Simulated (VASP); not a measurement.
# MgO (P6_3/mmc) in VASP: vibrations by perturbation theory with PBE

Aim: the vibrations by perturbation theory of MgO with PBE.

All numbers are computed with VASP 6.6.1; they aren't measurements. Logs are shortened: lines on timing, memory, paths and dates and some standing lists are left out, and cuts for length are marked.

### Step 1. The cell of the first run

Symmetry: P6_3/mmc, No. 194, hexagonal system. Conventional cell: a = 2.982 Å, b = 2.982 Å, c = 10.079 Å, α = 90.00°, β = 90.00°, γ = 120.00°. Within 2.8 Å of Mg (site symmetry 3m) lie 6 O at 2.12 to 2.15 Å and 1 Mg at 2.58 Å. Within 2.8 Å of O (site symmetry -3m) lie 6 Mg at 2.12 Å. Within 2.8 Å of O (site symmetry -6m2) lie 6 Mg at 2.15 Å.

### Step 2. Vibrations by perturbation theory, PBE

INCAR reads:

```
SYSTEM = MgO
ALGO = Normal
EDIFF = 1E-8
ENCUT = 520
GGA = PE
IBRION = 8
ISIF = 2
ISMEAR = 0
LASPH = .TRUE.
LCHARG = .FALSE.
LEPSILON = .TRUE.
LREAL = .FALSE.
LWAVE = .FALSE.
NBANDS = 26
NELM = 100
NSW = 1
PREC = Accurate
SIGMA = 0.01
```

KPOINTS reads:

```
k-points
0
G
  12 12 4
  0 0 0
```

POSCAR reads:

```
MgO
1.0
    2.9820468450     -0.0000000289      0.0000000000
   -1.4910233975      2.5825283375      0.0000000000
    0.0000000000      0.0000000000     10.0787171083
Mg O
4 4
Direct
    0.6666666667      0.3333333333      0.8780528747
    0.3333333333      0.6666666667      0.1219471253
    0.3333333333      0.6666666667      0.3780528747
    0.6666666667      0.3333333333      0.6219471253
    0.0000000000      0.0000000000      0.0000000000
    0.0000000000      0.0000000000      0.5000000000
    0.6666666667      0.3333333333      0.2500000000
    0.3333333333      0.6666666667      0.7500000000
```

Potentials or basis: VASP PAW PBE potentials, release 64 (Mg, O).

Run with:

```console
$ cat potpaw_PBE.64/Mg/POTCAR potpaw_PBE.64/O/POTCAR > POTCAR
$ mpirun -np 1 vasp_std > vasp.out
```

OUTCAR:

```text
SYSTEM = MgO
   EDIFF = 1E-8
   ENCUT = 520
   GGA = PE
   IBRION = 8
   ISIF = 2
   ISMEAR = 0
   LASPH = .TRUE.
   LEPSILON = .TRUE.
   LREAL = .FALSE.
   NELM = 100
   NSW = 1
   PREC = Accurate

 ion  position               nearest neighbor table
   1  0.667  0.333  0.878-   5 2.12   5 2.12   5 2.12   8 2.15   8 2.15   8 2.15   4 2.58   2 3.00
                             2 3.00   2 3.00
   2  0.333  0.667  0.122-   5 2.12   5 2.12   5 2.12   7 2.15   7 2.15   7 2.15   3 2.58   1 3.00
                             1 3.00   1 3.00
   3  0.333  0.667  0.378-   6 2.12   6 2.12   6 2.12   7 2.15   7 2.15   7 2.15   2 2.58   4 3.00
                             4 3.00   4 3.00
   4  0.667  0.333  0.622-   6 2.12   6 2.12   6 2.12   8 2.15   8 2.15   8 2.15   1 2.58   3 3.00
                             3 3.00   3 3.00
   5  0.000  0.000  0.000-   1 2.12   2 2.12   1 2.12   2 2.12   1 2.12   2 2.12
   6  0.000  0.000  0.500-   3 2.12   4 2.12   4 2.12   3 2.12   4 2.12   3 2.12
   7  0.667  0.333  0.250-   2 2.15   3 2.15   2 2.15   3 2.15   2 2.15   3 2.15
   8  0.333  0.667  0.750-   1 2.15   4 2.15   1 2.15   4 2.15   1 2.15   4 2.15

  LATTYP: Found a hexagonal cell.
 ALAT       =     2.9820468450
 C/A-ratio  =     3.3797983842

  Lattice vectors:

 A1 = (   2.9820468450,  -0.0000000289,   0.0000000000)
 A2 = (  -1.4910233975,   2.5825283375,   0.0000000000)
 A3 = (   0.0000000000,   0.0000000000,  10.0787171083)

Analysis of symmetry for initial positions (statically):
=====================================================================
 Subroutine PRICEL returns:
 Original cell was already a primitive cell.

 Routine SETGRP: Setting up the symmetry group for a
 hexagonal supercell.

 Subroutine GETGRP returns: Found 24 space group operations
 (whereof 12 operations were pure point group operations)
[... 1041 lines left out ...]
  1X    -4.386120    0.000000    0.000000    0.289317   -0.000000   -0.000000   -0.000298    0.000000    0.000000   -0.440649    0.000000   -0.000000    2.595854   -0.000000   -0.000000   -0.008557    0.000000    0.000000    0.013034   -0.000000   -0.000000    1.937419   -0.000000   -0.000000
  1Y     0.000000   -4.386120    0.000000   -0.000000    0.289317   -0.000000    0.000000   -0.000298   -0.000000    0.000000   -0.440649    0.000000   -0.000000    2.595854    0.000000    0.000000   -0.008557    0.000000   -0.000000    0.013034    0.000000   -0.000000    1.937419   -0.000000
  1Z    -0.000000    0.000000  -19.768962   -0.000000    0.000000    5.110955    0.000000    0.000000    2.876673    0.000000    0.000000    7.042081    0.000000   -0.000000    5.553259    0.000000    0.000000   -2.855148    0.000000    0.000000   -2.896693   -0.000000    0.000000    4.937836
  2X     0.289317   -0.000000   -0.000000   -4.386120    0.000000    0.000000   -0.440649    0.000000   -0.000000   -0.000298    0.000000    0.000000    2.595854   -0.000000   -0.000000   -0.008557    0.000000    0.000000    1.937419   -0.000000   -0.000000    0.013034   -0.000000   -0.000000
  2Y    -0.000000    0.289317   -0.000000    0.000000   -4.386120    0.000000    0.000000   -0.440649    0.000000    0.000000   -0.000298   -0.000000   -0.000000    2.595854    0.000000    0.000000   -0.008557    0.000000   -0.000000    1.937419   -0.000000   -0.000000    0.013034    0.000000
  2Z    -0.000000    0.000000    5.110955   -0.000000    0.000000  -19.768962    0.000000    0.000000    7.042081    0.000000    0.000000    2.876673    0.000000   -0.000000    5.553259    0.000000    0.000000   -2.855148   -0.000000    0.000000    4.937836    0.000000    0.000000   -2.896693
  3X    -0.000298    0.000000    0.000000   -0.440649    0.000000    0.000000   -4.386120    0.000000    0.000000    0.289317   -0.000000    0.000000   -0.008557    0.000000    0.000000    2.595854   -0.000000    0.000000    1.937419   -0.000000    0.000000    0.013034   -0.000000    0.000000
  3Y     0.000000   -0.000298   -0.000000    0.000000   -0.440649    0.000000    0.000000   -4.386120    0.000000   -0.000000    0.289317    0.000000    0.000000   -0.008557   -0.000000   -0.000000    2.595854   -0.000000   -0.000000    1.937419    0.000000   -0.000000    0.013034    0.000000
  3Z    -0.000000    0.000000    2.876673    0.000000   -0.000000    7.042081    0.000000   -0.000000  -19.768962    0.000000    0.000000    5.110955   -0.000000    0.000000   -2.855148   -0.000000    0.000000    5.553259    0.000000    0.000000    4.937836   -0.000000    0.000000   -2.896693
  4X    -0.440649    0.000000    0.000000   -0.000298    0.000000    0.000000    0.289317   -0.000000    0.000000   -4.386120    0.000000    0.000000   -0.008557    0.000000    0.000000    2.595854   -0.000000    0.000000    0.013034   -0.000000    0.000000    1.937419   -0.000000    0.000000
  4Y     0.000000   -0.440649    0.000000    0.000000   -0.000298   -0.000000   -0.000000    0.289317    0.000000    0.000000   -4.386120    0.000000    0.000000   -0.008557   -0.000000   -0.000000    2.595854   -0.000000   -0.000000    0.013034    0.000000   -0.000000    1.937419    0.000000
  4Z     0.000000   -0.000000    7.042081   -0.000000    0.000000    2.876673    0.000000    0.000000    5.110955    0.000000   -0.000000  -19.768962   -0.000000    0.000000   -2.855148   -0.000000    0.000000    5.553259   -0.000000    0.000000   -2.896693    0.000000    0.000000    4.937836
  5X     2.597480   -0.000000    0.000000    2.597480   -0.000000    0.000000   -0.007252    0.000000    0.000000   -0.007252    0.000000    0.000000   -6.107334    0.000000    0.000000    0.010782   -0.000000    0.000000    0.458047   -0.000000    0.000000    0.458047   -0.000000    0.000000
  5Y    -0.000000    2.597480    0.000000   -0.000000    2.597480    0.000000    0.000000   -0.007252    0.000000    0.000000   -0.007252    0.000000    0.000000   -6.107334    0.000000   -0.000000    0.010782    0.000000   -0.000000    0.458047    0.000000   -0.000000    0.458047    0.000000
  5Z    -0.000000    0.000000    5.549181    0.000000    0.000000    5.549181   -0.000000   -0.000000   -2.858950   -0.000000    0.000000   -2.858950   -0.000000    0.000000  -14.512459    0.000000    0.000000    2.881769    0.000000   -0.000000    3.125114    0.000000   -0.000000    3.125114
  6X    -0.007252    0.000000    0.000000   -0.007252    0.000000    0.000000    2.597480   -0.000000    0.000000    2.597480   -0.000000    0.000000    0.010782   -0.000000    0.000000   -6.107334    0.000000    0.000000    0.458047   -0.000000    0.000000    0.458047   -0.000000    0.000000
  6Y     0.000000   -0.007252    0.000000    0.000000   -0.007252    0.000000   -0.000000    2.597480    0.000000   -0.000000    2.597480    0.000000   -0.000000    0.010782    0.000000    0.000000   -6.107334    0.000000   -0.000000    0.458047    0.000000   -0.000000    0.458047    0.000000
  6Z     0.000000    0.000000   -2.858950    0.000000   -0.000000   -2.858950    0.000000   -0.000000    5.549181    0.000000    0.000000    5.549181    0.000000   -0.000000    2.881769    0.000000   -0.000000  -14.512459    0.000000    0.000000    3.125114    0.000000    0.000000    3.125114
  7X     0.014144   -0.000000    0.000000    1.938028   -0.000000   -0.000000    1.938028   -0.000000    0.000000    0.014144   -0.000000    0.000000    0.457552   -0.000000    0.000000    0.457552   -0.000000    0.000000   -4.846297    0.000000    0.000000    0.026849   -0.000000    0.000000
  7Y    -0.000000    0.014144    0.000000   -0.000000    1.938028    0.000000   -0.000000    1.938028   -0.000000   -0.000000    0.014144   -0.000000   -0.000000    0.457552    0.000000   -0.000000    0.457552   -0.000000    0.000000   -4.846297    0.000000   -0.000000    0.026849    0.000000
  7Z     0.000000    0.000000   -2.838011   -0.000000    0.000000    4.881426    0.000000   -0.000000    4.881426    0.000000   -0.000000   -2.838011    0.000000    0.000000    3.126503   -0.000000    0.000000    3.126503   -0.000000    0.000000  -13.262079   -0.000000   -0.000000    2.922243
  8X     1.938028   -0.000000   -0.000000    0.014144   -0.000000    0.000000    0.014144   -0.000000    0.000000    1.938028   -0.000000    0.000000    0.457552   -0.000000    0.000000    0.457552   -0.000000    0.000000    0.026849   -0.000000    0.000000   -4.846297    0.000000    0.000000
  8Y    -0.000000    1.938028    0.000000   -0.000000    0.014144    0.000000   -0.000000    0.014144   -0.000000   -0.000000    1.938028   -0.000000   -0.000000    0.457552    0.000000   -0.000000    0.457552   -0.000000   -0.000000    0.026849    0.000000    0.000000   -4.846297    0.000000
  8Z    -0.000000    0.000000    4.881426    0.000000    0.000000   -2.838011    0.000000   -0.000000   -2.838011    0.000000   -0.000000    4.881426    0.000000    0.000000    3.126503   -0.000000    0.000000    3.126503   -0.000000   -0.000000    2.922243   -0.000000    0.000000  -13.262079

 Eigenvectors and eigenvalues of the dynamical matrix
 ----------------------------------------------------

   1 f  =   20.101717 THz   126.302813 2PiTHz  670.521105 cm-1    83.133984 meV
             X         Y         Z           dx          dy          dz
      1.491023  0.860843  8.849647     0.000000   -0.000000    0.342261
      0.000000  1.721686  1.229071    -0.000000   -0.000000    0.342261
      0.000000  1.721686  3.810288    -0.000000   -0.000000   -0.342261
      1.491023  0.860843  6.268429     0.000000    0.000000   -0.342261
      0.000000  0.000000  0.000000    -0.000000   -0.000000   -0.515475
      0.000000  0.000000  5.039359     0.000000   -0.000000    0.515475
      1.491023  0.860843  2.519679     0.000000    0.000000    0.000000
      0.000000  1.721686  7.559038    -0.000000   -0.000000   -0.000000
[... 243 lines left out ...]
  24 f/i=    0.004811 THz     0.030228 2PiTHz    0.160473 cm-1     0.019896 meV
             X         Y         Z           dx          dy          dz
      1.491023  0.860843  8.849647    -0.000000    0.000000   -0.388190
      0.000000  1.721686  1.229071    -0.000000    0.000000   -0.388190
      0.000000  1.721686  3.810288    -0.000000    0.000000   -0.388190
      1.491023  0.860843  6.268429    -0.000000    0.000000   -0.388190
      0.000000  0.000000  0.000000    -0.000000    0.000000   -0.315244
      0.000000  0.000000  5.039359    -0.000000    0.000000   -0.315244
      1.491023  0.860843  2.519679    -0.000000    0.000000   -0.315021
      0.000000  1.721686  7.559038    -0.000000    0.000000   -0.315021

--------------------------------------------------------------------------------------------------------

 MACROSCOPIC STATIC DIELECTRIC TENSOR IONIC CONTRIBUTION
 ------------------------------------------------------
           8.130099    -0.000000    -0.000000
          -0.000000     8.130099     0.000000
          -0.000000     0.000000     7.831493
 ------------------------------------------------------

 ELASTIC MODULI CONTR FROM IONIC RELAXATION (kBar)
 Direction    XX          YY          ZZ          XY          YZ          ZX
 --------------------------------------------------------------------------------
 XX         -45.1669      1.4382     38.0232      0.0000     -0.0000     -0.0000
 YY           1.4382    -45.1669     38.0232      0.0000      0.0000      0.0000
 ZZ          38.0232     38.0232    -66.1242     -0.0000     -0.0000      0.0000
 XY           0.0000      0.0000     -0.0000    -23.3026     -0.0000     -0.0000
 YZ          -0.0000      0.0000     -0.0000     -0.0000   -133.7195      0.0000
 ZX          -0.0000      0.0000      0.0000     -0.0000      0.0000   -133.8524
 --------------------------------------------------------------------------------

 PIEZOELECTRIC TENSOR IONIC CONTR  for field in x, y, z        (C/m^2)
          XX          YY          ZZ          XY          YZ          ZX
  --------------------------------------------------------------------------------
  x     0.00000     0.00000    -0.00000    -0.00000     0.00000    -0.00000
  y    -0.00000     0.00000    -0.00000     0.00000     0.00000    -0.00000
  z    -0.00000    -0.00000     0.00000     0.00000     0.00000     0.00000
```

Run time: 77 min. Hardware: 1 thread of Oxide Virtual Turin-like, shared host; peak memory 1.2 GiB.

What came out:

* Electronic dielectric tensor (diagonal): 3.17, 3.17, 3.20
* Born charges (mean of the diagonal): Mg +1.98; O -1.98 e
* Highest phonon frequency at Γ, LO-TO splitting left out: 671 cm⁻¹

Phonon frequencies in cm⁻¹ (negative: imaginary):
| q point | frequencies |
| --- | --- |
| (0.000, 0.000, 0.000) | 0 0 0 112 112 174 174 218 218 317 318 318 331 331 348 364 364 364 368 368 542 570 638 671 |

Electronic dielectric tensor:
```
3.17 0.00 0.00
0.00 3.17 0.00
0.00 0.00 3.20
```

Born effective charge tensors (e):
atom 1, Mg
```
1.98 0.00 0.00
0.00 1.98 0.00
0.00 0.00 1.99
```
atom 2, Mg
```
1.98 0.00 0.00
0.00 1.98 0.00
0.00 0.00 1.99
```
atom 3, Mg
```
1.98 0.00 0.00
0.00 1.98 0.00
0.00 0.00 1.99
```
atom 4, Mg
```
1.98 0.00 0.00
0.00 1.98 0.00
0.00 0.00 1.99
```
atom 5, O
```
-1.98  0.00  0.00
 0.00 -1.98  0.00
 0.00  0.00 -1.99
```
atom 6, O
```
-1.98  0.00  0.00
 0.00 -1.98  0.00
 0.00  0.00 -1.99
```
atom 7, O
```
-1.97  0.00  0.00
 0.00 -1.97  0.00
 0.00  0.00 -1.99
```
atom 8, O
```
-1.97  0.00  0.00
 0.00 -1.97  0.00
 0.00  0.00 -1.99
```
